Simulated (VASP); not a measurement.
A run of VASP 6.6.1 is set up as follows.

Contents of INCAR:

```
SYSTEM = Ti
  PREC = Accurate
  ENCUT = 520
  EDIFF = 1E-6
  ISMEAR = 0
  SIGMA = 0.1
  LREAL = .False.
  LASPH = .True.
  NELM = 150
  ALGO = Normal
  ISIF = 2
  LWAVE = .False.
  LCHARG = .False.
  ISPIN = 2
  MAGMOM = 1
  LORBIT = 11
  LMAXMIX = 4
  GGA = PE
  NBANDS = 16
```

KPOINTS

```
regular mesh
0
Gamma
  8 8 8
  0 0 0
```

File POSCAR:

```
Ti
1.0
    0.0000000000      2.0563341165      2.0563341165
    2.0563341165      0.0000000000      2.0563341165
    2.0563341165      2.0563341165      0.0000000000
Ti
1
Direct
    0.5000000000      0.5000000000      0.5000000000
```

Potentials or basis: VASP PAW PBE potentials, release 64 (Ti_sv).

Command:

```console
$ cat potpaw_PBE.64/Ti_sv/POTCAR > POTCAR
$ mpirun -np 1 vasp_std > vasp.out
```

(1) Predict the net moment.

(2) Estimate the band gap on the k mesh.

(3) Predict the pressure.

Answers

(1) 0.00 μB per cell.

(2) zero (filled and empty bands overlap).

(3) -0.2 GPa.
